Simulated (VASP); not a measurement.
# SiSe (P-6m2) in VASP: further runs

SiSe is run at these levels: r2SCAN-based global hybrid with 10 % exact exchange, r2SCAN-based global hybrid with 15 % exact exchange; tasks: single point.

Everything below comes from runs of VASP 6.6.1. Logs are shortened: lines on timing, memory, paths and dates and some standing lists are left out, and cuts for length are marked.

## Step 1: The cell of the first run

The structure is hexagonal, space group P-6m2 (No. 187). The conventional cell has a = 3.595 Å, b = 3.595 Å, c = 3.599 Å, α = 90.00°, β = 90.00°, γ = 120.00°. Within 3.6 Å of Si (site symmetry -6m2) lie 6 Se at 2.75 Å and 8 Si at 3.60 Å. Within 3.6 Å of Se (site symmetry -6m2) lie 6 Si at 2.75 Å and 8 Se at 3.60 Å.

## Step 2: Single point, r2SCAN-based global hybrid with 10 % exact exchange

File POSCAR:

```
SiSe
1.0
    3.5952000000      0.0000000000      0.0000000000
   -1.7976000000      3.1135300000      0.0000000000
    0.0000000000      0.0000000000      3.5987300000
Si Se
1 1
Direct
    0.6666700000      0.3333300000      0.5000000000
    0.0000000000      0.0000000000      0.0000000000
```

File INCAR.step1:

```
ALGO = Normal
EDIFF = 1E-5
ENCUT = 520
GGA = PE
ISIF = 2
ISMEAR = -1
LASPH = T
LCHARG = F
LREAL = F
LWAVE = T
NBANDS = 12
NELM = 60
PREC = Accurate
SIGMA = 0.05
```

File INCAR.step2:

```
AEXX = 0.1
ALGO = Normal
EDIFF = 1E-7
ENCUT = 520
ISIF = 2
ISMEAR = -1
ISTART = 1
LASPH = T
LCHARG = F
LHFCALC = T
LMIXTAU = T
LREAL = F
LWAVE = F
METAGGA = R2SCAN
NBANDS = 12
NELM = 60
PREC = Accurate
PRECFOCK = Normal
SIGMA = 0.05
```

File KPOINTS:

```
k-points
0
Gamma
  5 5 4
```

Potentials or basis: VASP PAW PBE potentials, release 64 (Si, Se).

Run with:

```sh
$ cat potpaw_PBE.64/Si/POTCAR potpaw_PBE.64/Se/POTCAR > POTCAR
$ cp INCAR.step1 INCAR
$ mpirun -np 1 vasp_std > vasp.out
$ cp INCAR.step2 INCAR
$ mpirun -np 1 vasp_std > vasp.out
```

OUTCAR:

```text
AEXX = 0.1
   EDIFF = 1E-7
   ENCUT = 520
   ISIF = 2
   ISMEAR = -1
   ISTART = 1
   LASPH = T
   LHFCALC = T
   LREAL = F
   METAGGA = R2SCAN
   NELM = 60
   PREC = Accurate
   PRECFOCK = Normal

 ion  position               nearest neighbor table
   1  0.667  0.333  0.500-   2 2.75   2 2.75   2 2.75   2 2.75   2 2.75   2 2.75
   2  0.000  0.000  0.000-   1 2.75   1 2.75   1 2.75   1 2.75   1 2.75   1 2.75

  LATTYP: Found a hexagonal cell.
 ALAT       =     3.5952000000
 C/A-ratio  =     1.0009818647

  Lattice vectors:

 A1 = (   3.5952000000,   0.0000000000,   0.0000000000)
 A2 = (  -1.7976000000,   3.1135300000,   0.0000000000)
 A3 = (   0.0000000000,   0.0000000000,   3.5987300000)

Analysis of symmetry for initial positions (statically):
=====================================================================
 Subroutine PRICEL returns:
 Original cell was already a primitive cell.

 Routine SETGRP: Setting up the symmetry group for a
 hexagonal supercell.

 Subroutine GETGRP returns: Found  4 space group operations
 (whereof  4 operations were pure point group operations)
 out of a pool of 24 trial point group operations.

The static configuration has the point symmetry C_2v.

Analysis of symmetry for dynamics (positions and initial velocities):
=====================================================================
 Subroutine PRICEL returns:
 Original cell was already a primitive cell.

 Routine SETGRP: Setting up the symmetry group for a
 hexagonal supercell.

 Subroutine GETGRP returns: Found  4 space group operations
 (whereof  4 operations were pure point group operations)
 out of a pool of 24 trial point group operations.

The dynamic configuration has the point symmetry C_2v.

 Subroutine INISYM returns: Found  4 space group operations
 (whereof  4 operations are pure point group operations),
 and found     1 'primitive' translations

----------------------------------------------------------------------------------------

                                     Primitive cell

  volume of cell :      40.2833

  direct lattice vectors                    reciprocal lattice vectors
     3.595200000  0.000000000  0.000000000     0.278148643  0.160589427  0.000000000
    -1.797600000  3.113530000  0.000000000     0.000000000  0.321178855  0.000000000
     0.000000000  0.000000000  3.598730000     0.000000000  0.000000000  0.277875806

  length of vectors
     3.595200000  3.595196075  3.598730000     0.321178504  0.321178855  0.277875806

  position of ions in fractional coordinates (direct lattice)
     0.666670000  0.333330000  0.500000000
     0.000000000  0.000000000  0.000000000

  ion indices of the primitive-cell ions
   primitive index   ion index
                 1           1
                 2           2

----------------------------------------------------------------------------------------

 KPOINTS: k-points

Automatic generation of k-mesh.
 Grid dimensions read from file:
 generate k-points for:    5    5    4

 Generating k-lattice:

  Cartesian coordinates                     Fractional coordinates (reciprocal lattice)
     0.055629729  0.032117885  0.000000000     0.200000000  0.000000000  0.000000000
     0.000000000  0.064235771  0.000000000     0.000000000  0.200000000  0.000000000
     0.000000000  0.000000000  0.069468952     0.000000000  0.000000000  0.250000000

  Length of vectors
     0.064235701  0.064235771  0.069468952

  Shift w.r.t. Gamma in fractional coordinates (k-lattice)
     0.000000000  0.000000000  0.000000000

 Subroutine IBZKPT returns following result:
 ===========================================

 Found     27 irreducible k-points:

 Following reciprocal coordinates:
            Coordinates               Weight
  0.000000  0.000000  0.000000      1.000000
  0.200000 -0.000000  0.000000      4.000000
 -0.200000  0.200000  0.000000      2.000000
  0.400000 -0.000000  0.000000      4.000000
 -0.400000  0.400000  0.000000      2.000000
  0.200000  0.200000  0.000000      2.000000
[... 16 lines left out ...]
 -0.400000  0.400000  0.500000      2.000000
  0.200000  0.200000  0.500000      2.000000
 [... further k-points ...]
   k-points           NKPTS =     27   k-points in BZ     NKDIM =    100   number of bands    NBANDS=     12
   number of dos      NEDOS =    301   number of ions     NIONS =      2
   total plane-waves  NPLWV =  21952
   dimension x,y,z NGX =    28 NGY =   28 NGZ =   28
   dimension x,y,z NGXF=    56 NGYF=   56 NGZF=   56
   ions per type =               1   1
   NGX,Y,Z   is equivalent  to a cutoff of  12.95, 12.95, 12.93 a.u.
   NGXF,Y,Z  is equivalent  to a cutoff of  25.90, 25.90, 25.87 a.u.
 SYSTEM =  unknown system
   PREC   = accura    normal or accurate (medium, high low for compatibility)
   ISTART =      1    job   : 0-new  1-cont  2-samecut
   ICHARG =      0    charge: 1-file 2-atom 10-const
   ISPIN  =      1    spin polarized calculation?
   LNONCOLLINEAR =      F non collinear calculations
   LSORBIT =      F    spin-orbit coupling
   LASPH  =      T    aspherical Exc in radial PAW
   ENCUT  =  520.0 eV  38.22 Ry    6.18 a.u.   6.68  6.68  6.69*2*pi/ulx,y,z
   NELM   =     60;   NELMIN=  2; NELMDL=  0     # of ELM steps
   EDIFF  = 0.1E-06   stopping-criterion for ELM
   LREAL  =      F    real-space projection
   EDIFFG = 0.1E-05   stopping-criterion for IOM
   NSW    =      0    number of steps for IOM
   IBRION =     -1    ionic relax: 0-MD 1-quasi-New 2-CG
   NFREE  =      0    steps in history (QN), initial steepest desc. (CG)
   ISIF   =      2    stress and relaxation
   ISYM   =      3    0-nonsym 1-usesym 2-fastsym
   POTIM  = 0.5000    time-step for ionic-motion
   TEBEG  =    0.0;   TEEND  =   0.0 temperature during run
   PSTRESS=    0.0 pullay stress
   NELECT =      10.0000    total number of electrons
   NUPDOWN=      -1.0000    fix difference up-down
   EMIN   =  10.00;   EMAX   =-10.00  energy-range for DOS
   EFERMI =   0.00;   METHOD = LEGACY
   ISMEAR =    -1;   SIGMA  =   0.05  broadening in eV -4-tet -1-fermi 0-gaus
   EFERMI_NEDOS =   21; number of points for ismear=-14 and -15
   IALGO  =     38    algorithm
   IMIX   =      1    mixing-type and parameters
     AMIX     =   0.40;   BMIX     =  1.00
     AMIX_MAG =   1.60;   BMIX_MAG =  1.00
  volume/ion in A,a.u.               =      20.14       135.92
  Fermi-wavevector in a.u.,A,eV,Ry     =   1.028884  1.944309 14.403156  1.058602
  Thomas-Fermi vector in A             =   2.162903
   LORBIT       =      0    0 simple, 1 ext, 2 COOP (PROOUT), +10 PAW based schemes
   METAGGA = R2SCAN    functional components
   LHFCALC =     T    Hartree Fock is set to
   PRECFOCK=normal    Normal, Fast or Accurate (Low or Medium for compatibility)
   ENCUT4O =  -1.0   cutoff for four orbital integrals eV
   NKREDX  =     1    reduce k-point grid by
   NKREDY  =     1    reduce k-point grid by
   NKREDZ  =     1    reduce k-point grid by
   AEXX    =    0.1000 exact exchange contribution
   HFSCREEN=    0.0000 screening length (either q_TF or 0.3 A-1)
   HFSCREENC=   0.0000 screening length for correlation (either q_TF or 0.3 A-1)
   ENCUTFOCK=  -1.0 apply spherical cutoff to Coloumb kernel
   IVDW    =     0    specifies the selected vdW correction
   LEPSILON=     F    determine dielectric tensor
   LRPA    =     F    only Hartree local field effects (RPA)
 non-spin polarized calculation
  energy-cutoff  :      520.00
  volume of cell :       40.28
 maximum number of plane-waves:      1097
  NGX = 24; NGY = 24; NGZ = 24

 number of electron      10.0000000 magnetization

 Free energy of the ion-electron system (eV)
  ---------------------------------------------------
  ext. energy  EPLUGINS =         0.00000000
  ---------------------------------------------------
  free energy    TOTEN  =       -22.15992503 eV

  energy without entropy =      -22.15426777  energy(sigma->0) =      -22.15709640

 E-fermi :   6.3521     XC(G=0):  -9.6681

 val. band max:        6.2162125503   @ k =   0.4000   0.4000   0.0000
 cond. band min:       6.4544753252   @ k =  -0.2000   0.2000   0.2500
 fundamental gap:      0.2382627749
 Fermi energy:         6.3520940642

 k-point     1 :       0.0000    0.0000    0.0000
  band No.  band energies     occupation
      1     -10.7338      2.00000
      2       0.9415      2.00000
      3       1.7333      2.00000
      4       3.7513      2.00000
      5       3.7514      2.00000
      6       9.4338      0.00000
      7       9.4339      0.00000
      8      10.3006      0.00000
      9      13.6846      0.00000
     10      15.1476      0.00000
     11      17.8268      0.00000
     12      17.8270      0.00000

 k-point     2 :       0.2000   -0.0000    0.0000
  band No.  band energies     occupation
      1     -10.2838      2.00000
      2      -0.7448      2.00000
      3       2.2222      2.00000
      4       3.0021      2.00000
      5       3.8274      2.00000
      6       8.3747      0.00000
      7      10.7098      0.00000
      8      11.5791      0.00000
      9      12.3449      0.00000
     10      14.9315      0.00000
     11      17.4983      0.00000
     12      17.6025      0.00000

 k-point     3 :      -0.2000    0.2000    0.0000
  band No.  band energies     occupation
      1     -10.2838      2.00000
      2      -0.7448      2.00000
      3       2.2222      2.00000
      4       3.0021      2.00000
      5       3.8274      2.00000
      6       8.3748      0.00000
      7      10.7097      0.00000
      8      11.5790      0.00000
      9      12.3450      0.00000
     10      14.9314      0.00000
     11      17.4984      0.00000
     12      17.6026      0.00000
[... 286 lines left out ...]
 k-point    23 :      -0.4000    0.4000    0.5000
  band No.  band energies     occupation
      1      -8.3092      2.00000
      2      -2.6751      2.00000
      3      -0.3818      2.00000
      4       1.0131      2.00000
      5       3.7245      2.00000
      6       7.4256      0.00000
      7       9.3322      0.00000
      8       9.3429      0.00000
      9      17.2231      0.00000
     10      17.6726      0.00000
     11      19.9205      0.00000
     12      20.2996      0.00000

 k-point    24 :       0.2000    0.2000    0.5000
  band No.  band energies     occupation
      1      -8.4794      2.00000
      2      -3.1744      2.00000
      3       0.4152      2.00000
      4       2.2301      2.00000
      5       2.9824      2.00000
      6       5.6793      2.00000
      7      11.0724      0.00000
      8      11.8384      0.00000
      9      14.6615      0.00000
     10      15.6749      0.00000
     11      19.1509      0.00000
     12      19.3450      0.00000

 [... further k-points ...]

------------------------ aborting loop because EDIFF is reached ----------------------------------------

  FORCE on cell =-STRESS in cart. coord.  units (eV):
  Direction    XX          YY          ZZ          XY          YZ          ZX
  --------------------------------------------------------------------------------------
  -------------------------------------------------------------------------------------
  Total       -0.4148679     -0.4148249     -0.4977888      0.0000362      0.0000000      0.0000000
  in kB      -16.5004210    -16.4987105    -19.7984104      0.0014397      0.0000000      0.0000000
  external PRESSURE =     -17.5991806 kB  Pullay stress =       0.0000000 kB

 VOLUME and BASIS-vectors are now :
 -----------------------------------------------------------------------------
  energy-cutoff  :      520.00
  volume of cell :       40.28
      direct lattice vectors                 reciprocal lattice vectors
     3.595200000  0.000000000  0.000000000     0.278148643  0.160589427  0.000000000
    -1.797600000  3.113530000  0.000000000     0.000000000  0.321178855  0.000000000
     0.000000000  0.000000000  3.598730000     0.000000000  0.000000000  0.277875806

 POSITION                                       TOTAL-FORCE (eV/Angst)
 -----------------------------------------------------------------------------------
      1.79762      1.03783      1.79937        -0.000033      0.000019      0.000000
      0.00000      0.00000      0.00000         0.000033     -0.000019      0.000000
 -----------------------------------------------------------------------------------
    total drift:                                0.000005      0.000008     -0.000000

  FREE ENERGIE OF THE ION-ELECTRON SYSTEM (eV)
  ---------------------------------------------------
  free  energy   TOTEN  =       -22.1599250312 eV

  energy  without entropy=      -22.1542677719  energy(sigma->0) =      -22.15709640
```

It took 33 min on 1 thread of Intel Xeon 8259CL, shared host; peak memory 0.18 GiB.

Results:

```yaml
Free_energy: -22.1599 eV
Pressure: -1.8 GPa
Band_gap_on_the_k_mesh: zero (bands 5 and 6 overlap by 3.58 eV)
```

Levels at points of the mesh, in eV from the Fermi level:
```
           k point  band 2  band 3  band 4  band 5  band 6  band 7  band 8  band 9
(0.00, 0.00, 0.00)   -5.41   -4.62   -2.60   -2.60    3.08    3.08    3.95    7.33
(0.00, 0.00, 0.50)  -11.28   -1.46   -1.46    1.84    2.28    2.87    2.87    7.86
```

Caveat: the k points lie up to 0.44 Å⁻¹ apart, too coarse for converged energies and pressures of a metal; the PAW data sets were made with another functional, which shifts forces and pressure a little.

## Step 3: Single point, r2SCAN-based global hybrid with 15 % exact exchange

POSCAR is that of step 2.

File INCAR.step1:

```
PREC = Accurate
ENCUT = 520
EDIFF = 1E-5
ISMEAR = -1
SIGMA = 0.05
LREAL = F
LASPH = T
NELM = 80
ALGO = Normal
ISIF = 2
LWAVE = T
LCHARG = F
NBANDS = 12
GGA = PE
```

File INCAR.step2:

```
PREC = Accurate
ENCUT = 520
EDIFF = 1E-6
ISMEAR = -1
SIGMA = 0.05
LREAL = F
LASPH = T
NELM = 80
ALGO = Normal
ISIF = 2
LWAVE = F
LCHARG = F
METAGGA = R2SCAN
LHFCALC = T
AEXX = 0.15
LMIXTAU = T
PRECFOCK = Normal
NBANDS = 12
ISTART = 1
```

File KPOINTS:

```
regular mesh
0
Gamma
  5 5 4
```

Potentials or basis: VASP PAW PBE potentials, release 64 (Si, Se).

Run with:

```sh
$ cat potpaw_PBE.64/Si/POTCAR potpaw_PBE.64/Se/POTCAR > POTCAR
$ cp INCAR.step1 INCAR
$ mpirun -np 1 vasp_std > vasp.out
$ cp INCAR.step2 INCAR
$ mpirun -np 1 vasp_std > vasp.out
```

OUTCAR:

```text
PREC = Accurate
   ENCUT = 520
   EDIFF = 1E-6
   ISMEAR = -1
   LREAL = F
   LASPH = T
   NELM = 80
   ISIF = 2
   METAGGA = R2SCAN
   LHFCALC = T
   AEXX = 0.15
   PRECFOCK = Normal
   ISTART = 1

 ion  position               nearest neighbor table
   1  0.667  0.333  0.500-   2 2.75   2 2.75   2 2.75   2 2.75   2 2.75   2 2.75
   2  0.000  0.000  0.000-   1 2.75   1 2.75   1 2.75   1 2.75   1 2.75   1 2.75

  LATTYP: Found a hexagonal cell.
 ALAT       =     3.5952000000
 C/A-ratio  =     1.0009818647

[... 556 lines left out ...]
------------------------ aborting loop because EDIFF is reached ----------------------------------------

  FORCE on cell =-STRESS in cart. coord.  units (eV):
  Direction    XX          YY          ZZ          XY          YZ          ZX
  --------------------------------------------------------------------------------------
  -------------------------------------------------------------------------------------
  Total       -0.5341325     -0.5340766     -0.5762817      0.0000470      0.0000000      0.0000000
  in kB      -21.2438971    -21.2416767    -22.9202858      0.0018694      0.0000000      0.0000000
  external PRESSURE =     -21.8019532 kB  Pullay stress =       0.0000000 kB

 VOLUME and BASIS-vectors are now :
 -----------------------------------------------------------------------------
  energy-cutoff  :      520.00
  volume of cell :       40.28
      direct lattice vectors                 reciprocal lattice vectors
     3.595200000  0.000000000  0.000000000     0.278148643  0.160589427  0.000000000
    -1.797600000  3.113530000  0.000000000     0.000000000  0.321178855  0.000000000
     0.000000000  0.000000000  3.598730000     0.000000000  0.000000000  0.277875806

 POSITION                                       TOTAL-FORCE (eV/Angst)
 -----------------------------------------------------------------------------------
      1.79762      1.03783      1.79937        -0.000038      0.000022      0.000000
      0.00000      0.00000      0.00000         0.000038     -0.000022      0.000000
 -----------------------------------------------------------------------------------
    total drift:                                0.000006      0.000008     -0.000000

  FREE ENERGIE OF THE ION-ELECTRON SYSTEM (eV)
  ---------------------------------------------------
  free  energy   TOTEN  =       -22.0188099797 eV

  energy  without entropy=      -22.0150487820  energy(sigma->0) =      -22.01692938
```

OUTCAR.step1:

```text
PREC = Accurate
   ENCUT = 520
   EDIFF = 1E-5
   ISMEAR = -1
   LREAL = F
[... 582 lines left out ...]
      1.79762      1.03783      1.79937        -0.000029      0.000017      0.000000
      0.00000      0.00000      0.00000         0.000029     -0.000017      0.000000
 -----------------------------------------------------------------------------------
    total drift:                                0.000005      0.000007     -0.000000

  FREE ENERGIE OF THE ION-ELECTRON SYSTEM (eV)
  ---------------------------------------------------
  free  energy   TOTEN  =        -8.5070635795 eV

  energy  without entropy=       -8.4968706026  energy(sigma->0) =       -8.50196709
```

Run time: 22 min. Hardware: 1 thread of Intel Xeon 8259CL, shared host; peak memory 0.18 GiB.

What came out:

```
Free energy            : -22.0188 eV
Pressure               : -2.2 GPa
Band gap on the k mesh : zero (bands 5 and 6 overlap by 3.78 eV)
```

Levels at points of the mesh, in eV from the Fermi level:
```tsv
k point	band 2	band 3	band 4	band 5	band 6	band 7	band 8	band 9
(0.00, 0.00, 0.00)	-5.64	-4.83	-2.79	-2.79	3.20	3.20	4.03	7.52
(0.00, 0.00, 0.50)	-11.64	-1.62	-1.62	1.93	2.34	2.99	2.99	8.00
```

Caveat: the k points lie up to 0.44 Å⁻¹ apart, too coarse for converged energies and pressures of a metal; the PAW data sets were made with another functional, which shifts forces and pressure a little.

The gap in the log of VASP goes by the Fermi energy; the results here count the filled bands.